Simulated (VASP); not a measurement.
# ZnO (zincite) (P6_3mc) in VASP: further runs, part 2 of 2

VASP 6.6.1. The steps go on from the part before.

## Step 3: Single point, PBE

This run uses another cell than the first one, of 11.90 Å³/atom, 0.980 times its volume.

Input file INCAR:

```
SYSTEM = ZnO
PREC = Accurate
ENCUT = 520
EDIFF = 1E-6
ISMEAR = 0
SIGMA = 0.025
LREAL = .False.
LASPH = .True.
NELM = 100
ALGO = Normal
ISIF = 2
LWAVE = .False.
LCHARG = .False.
GGA = PE
NBANDS = 26
```

Input file KPOINTS:

```
regular mesh
0
Gamma
  9 9 5
  0 0 0
```

Input file POSCAR:

```
ZnO
1.0
    3.2493080000      0.0000000000      0.0000000000
   -1.6246540000      2.8139832727      0.0000000000
    0.0000000000      0.0000000000      5.2057090000
Zn O
2 2
Direct
    0.6666666667      0.3333333333      0.0000000000
    0.3333333333      0.6666666667      0.5000000000
    0.3333333333      0.6666666667      0.8790100000
    0.6666666667      0.3333333333      0.3790100000
```

Potentials or basis: VASP PAW PBE potentials, release 64 (Zn, O).

Started as:

```
> cat potpaw_PBE.64/Zn/POTCAR potpaw_PBE.64/O/POTCAR > POTCAR
> mpirun -np 1 vasp_std > vasp.out
```

OUTCAR:

```text
SYSTEM = ZnO
   PREC = Accurate
   ENCUT = 520
   EDIFF = 1E-6
   ISMEAR = 0
   LREAL = .False.
   LASPH = .True.
   NELM = 100
   ISIF = 2
   GGA = PE

 ion  position               nearest neighbor table
   1  0.667  0.333  0.000-   4 1.97   3 1.98   3 1.98   3 1.98
   2  0.333  0.667  0.500-   3 1.97   4 1.98   4 1.98   4 1.98
   3  0.333  0.667  0.879-   2 1.97   1 1.98   1 1.98   1 1.98
   4  0.667  0.333  0.379-   1 1.97   2 1.98   2 1.98   2 1.98

  LATTYP: Found a hexagonal cell.
 ALAT       =     3.2493080000
 C/A-ratio  =     1.6020977390

[... 888 lines left out ...]

 [... further k-points ...]
[... 5 lines left out ...]
  --------------------------------------------------------------------------------------
  -------------------------------------------------------------------------------------
  Total        1.6128804      1.6128804      2.1360730      0.0000000     -0.0000000      0.0000000
  in kB       54.2900780     54.2900780     71.9009115      0.0000000     -0.0000000      0.0000000
  external PRESSURE =      60.1603558 kB  Pullay stress =       0.0000000 kB

 VOLUME and BASIS-vectors are now :
 -----------------------------------------------------------------------------
  energy-cutoff  :      520.00
  volume of cell :       47.60
      direct lattice vectors                 reciprocal lattice vectors
     3.249308000  0.000000000  0.000000000     0.307757836  0.177684070  0.000000000
    -1.624654000  2.813983273  0.000000000     0.000000000  0.355368139  0.000000000
     0.000000000  0.000000000  5.205709000     0.000000000  0.000000000  0.192096792

 POSITION                                       TOTAL-FORCE (eV/Angst)
 -----------------------------------------------------------------------------------
      1.62465      0.93799      0.00000         0.000000      0.000000     -0.074085
     -0.00000      1.87599      2.60285        -0.000000      0.000000     -0.074085
     -0.00000      1.87599      4.57587        -0.000000      0.000000      0.074085
      1.62465      0.93799      1.97302         0.000000     -0.000000      0.074085
 -----------------------------------------------------------------------------------
    total drift:                               -0.000000     -0.000000     -0.000191

  FREE ENERGIE OF THE ION-ELECTRON SYSTEM (eV)
  ---------------------------------------------------
  free  energy   TOTEN  =       -17.8221552559 eV

  energy  without entropy=      -17.8221552559  energy(sigma->0) =      -17.82215526
```

Wall time 15 s (1 thread of Intel Xeon 6975P-C (Granite Rapids), shared host); peak memory 0.17 GiB.

What came out:

| Item | Value |
| --- | --- |
| Free energy | -17.8222 eV |
| Pressure | 6.0 GPa |
| Largest force | 0.074 eV/Å |
| Band gap on the k mesh | 0.79 eV, direct |

Forces on the atoms (eV/Å):
```
Zn   0.000  0.000 -0.074
Zn   0.000  0.000 -0.074
O    0.000  0.000  0.074
O    0.000  0.000  0.074
```

Stress tensor (GPa, compression positive):
```
5.43 0.00 0.00
0.00 5.43 0.00
0.00 0.00 7.19
```

A hybrid or GW would open this gap; PBE tends to underestimate it.

## Step 4: Single point, PBE

This run uses another cell than the first one, of 11.90 Å³/atom, 0.980 times its volume.

Input file INCAR:

```
PREC     = Accurate       # precision mode
ENCUT    = 520            # plane-wave cutoff, eV
EDIFF    = 1E-7           # SCF threshold, eV
ISMEAR   = 0              # smearing method
SIGMA    = 0.026000000000000002 # smearing width, eV
LREAL    = F              # projectors in reciprocal space
LASPH    = T              # aspherical terms in the spheres
NELM     = 100            # most SCF steps
ALGO     = Normal         # electronic algorithm
ISIF     = 2              # what is computed and relaxed
LWAVE    = F              # write WAVECAR
LCHARG   = T              # write CHGCAR
GGA      = PE             # functional
LELF     = T              # ELF
LVHAR    = T            
NBANDS   = 26             # bands
```

Input file KPOINTS:

```
Automatic mesh
0
Gamma
  9 9 5
```

POSCAR is that of step 3.

Started as:

```
> cat potpaw_PBE.64/Zn/POTCAR potpaw_PBE.64/O/POTCAR > POTCAR
> mpirun -np 1 vasp_std > vasp.out
```

Run time: 16 s. Hardware: 1 thread of Intel Xeon 6975P-C (Granite Rapids), shared host; peak memory 0.17 GiB.

The run converged. Its results:

| Property | Result |
| --- | --- |
| Free energy | -17.8222 eV |
| Pressure | 6.0 GPa |
| Largest force | 0.074 eV/Å |
| Band gap on the k mesh | 0.79 eV, direct |

Forces in eV/Å, atoms in the order of the input:
```
Zn   0.000  0.000 -0.074
Zn   0.000  0.000 -0.074
O    0.000  0.000  0.074
O    0.000  0.000  0.074
```

Stress tensor (GPa, compression positive):
```
5.40 0.00 0.00
0.00 5.40 0.00
0.00 0.00 7.16
```

Levels at points of the mesh, in eV from the valence-band top:
| k point | band 14 | band 15 | band 16 | band 17 | band 18 | band 19 | band 20 | band 21 | band 22 | band 23 |
| --- | --- | --- | --- | --- | --- | --- | --- | --- | --- | --- |
| (0.00, 0.00, 0.00) | -0.81 | -0.81 | -0.07 | 0.00 | 0.00 | 0.79 | 5.21 | 8.26 | 12.85 | 12.85 |

## Step 5: Single point, PBE

This run uses another cell than the first one, of 11.90 Å³/atom, 0.980 times its volume.

Input file INCAR:

```
ALGO = Normal ; EDIFF = 1E-6
ENCUT = 520 ; GGA = PE
ISIF = 2 ; ISMEAR = 0
LASPH = True ; LCHARG = False
LREAL = False ; LWAVE = False
NBANDS = 26 ; NELM = 80
PREC = Accurate ; SIGMA = 0.027000000000000003
```

Input file KPOINTS:

```
k-points
0
Gamma
  9 9 5
```

POSCAR is that of step 4.

Started as:

```
> cat potpaw_PBE.64/Zn/POTCAR potpaw_PBE.64/O/POTCAR > POTCAR
> mpirun -np 1 vasp_std > vasp.out
```

Wall time 14 s (1 thread of Intel Xeon 6975P-C (Granite Rapids), shared host); peak memory 0.17 GiB.

The run converged. Its results:

* Free energy: -17.8222 eV
* Pressure: 6.0 GPa
* Largest force: 0.074 eV/Å
* Band gap on the k mesh: 0.79 eV, direct

Forces on the atoms (eV/Å):
```
Zn   0.000  0.000 -0.074
Zn   0.000  0.000 -0.074
O    0.000  0.000  0.074
O    0.000  0.000  0.074
```

Stress tensor (GPa, compression positive):
```
5.43 0.00 0.00
0.00 5.43 0.00
0.00 0.00 7.19
```

Levels at points of the mesh, in eV from the valence-band top:
```
           k point  band 14  band 15  band 16  band 17  band 18  band 19  band 20  band 21  band 22  band 23
(0.00, 0.00, 0.00)    -0.81    -0.81    -0.07     0.00     0.00     0.79     5.21     8.26    12.85    12.85
```

PBE gaps usually lie below the measured ones, often by a third to a half.

## Step 6: Single point, r2SCAN

This run uses another cell than the first one, of 11.90 Å³/atom, 0.980 times its volume.

POSCAR is that of step 5.

Input file INCAR.step1:

```
  ALGO = Normal
  EDIFF = 1E-4
  ENCUT = 520
  GGA = PE
  ISMEAR = -1
  LASPH = T
  LCHARG = F
  LREAL = F
  LWAVE = T
  NBANDS = 26
  NELM = 80
  PREC = Accurate
  SIGMA = 0.05
```

Input file INCAR.step2:

```
  ALGO = Normal
  EDIFF = 1E-6
  ENCUT = 520
  ISIF = 2
  ISMEAR = -1
  ISTART = 1
  LASPH = T
  LCHARG = F
  LMIXTAU = T
  LREAL = F
  LWAVE = F
  METAGGA = R2SCAN
  NBANDS = 26
  NELM = 80
  PREC = Accurate
  SIGMA = 0.05
```

KPOINTS is that of step 5.

Potentials or basis: VASP PAW PBE potentials, release 64 (Zn, O).

Started as:

```
> cat potpaw_PBE.64/Zn/POTCAR potpaw_PBE.64/O/POTCAR > POTCAR
> cp INCAR.step1 INCAR
> mpirun -np 1 vasp_std > vasp.out
> cp INCAR.step2 INCAR
> mpirun -np 1 vasp_std > vasp.out
```

Run time: 50 s. Hardware: 1 thread of Intel Xeon 6975P-C (Granite Rapids), shared host; peak memory 0.19 GiB.

The run converged. Its results:

```
Free energy            : -36.3170 eV
Pressure               : -0.1 GPa
Largest force          : 0.086 eV/Å
Band gap on the k mesh : 1.23 eV, direct
```

Forces in eV/Å, atoms in the order of the input:
```
Zn   0.000  0.000 -0.086
Zn   0.000  0.000 -0.086
O    0.000  0.000  0.086
O    0.000  0.000  0.086
```

Stress tensor (GPa, compression positive):
```
-0.71  0.00  0.00
 0.00 -0.71  0.00
 0.00  0.00  1.04
```

Levels at points of the mesh, in eV from the valence-band top:
| k point | band 16 | band 17 | band 18 | band 19 | band 20 | band 21 |
| --- | --- | --- | --- | --- | --- | --- |
| (0.00, 0.00, 0.00) | -0.07 | 0.00 | 0.00 | 1.23 | 5.84 | 8.86 |

Caveat: the PAW data sets were made with another functional, which shifts forces and pressure a little.

## Step 7: The runs side by side

```csv
level,cell,smearing,gap on the mesh (eV),pressure (GPa),largest force (eV/Å)
PBE,"a = 3.271, b = 3.271, c = 5.240 Å, angles 90.0, 90.0, 120.0°, 4 atoms",fermi-dirac 0.05 eV,0.76,3.0,0.07
PBE,"a = 3.249, b = 3.249, c = 5.206 Å, angles 90.0, 90.0, 120.0°, 4 atoms",gaussian 0.025 eV,0.79,6.0,0.07
PBE,"a = 3.249, b = 3.249, c = 5.206 Å, angles 90.0, 90.0, 120.0°, 4 atoms",gaussian 0.026 eV,0.79,6.0,0.07
PBE,"a = 3.249, b = 3.249, c = 5.206 Å, angles 90.0, 90.0, 120.0°, 4 atoms",gaussian 0.027 eV,0.79,6.0,0.07
r2SCAN,"a = 3.249, b = 3.249, c = 5.206 Å, angles 90.0, 90.0, 120.0°, 4 atoms",fermi-dirac 0.05 eV,1.23,-0.1,0.09
```

Alike in all rows: task single point; potentials or basis VASP PAW PBE potentials, release 64 (Zn, O); no spin polarisation; k mesh 9 × 9 × 5; cutoff (eV) 520.

Caveats: the PAW data sets were made with another functional, which shifts forces and pressure a little (some runs).

Total energies depend on the potentials used, so only differences within one code and one set of settings carry meaning.

## Step 8: Against experiment

Step 6. Against the measured gap of ZnO, 3.37 eV (quoted in “Electronic structure of alkaline earth and post-transition metal oxides”, 2009, arxiv:0908.1581), the calculated 1.23 eV is off by -2.14 eV. So large a miss can be the level of theory's own, or it may mean another phase, state or a wrong row. The value is that of r2SCAN, without temperature or zero-point motion.
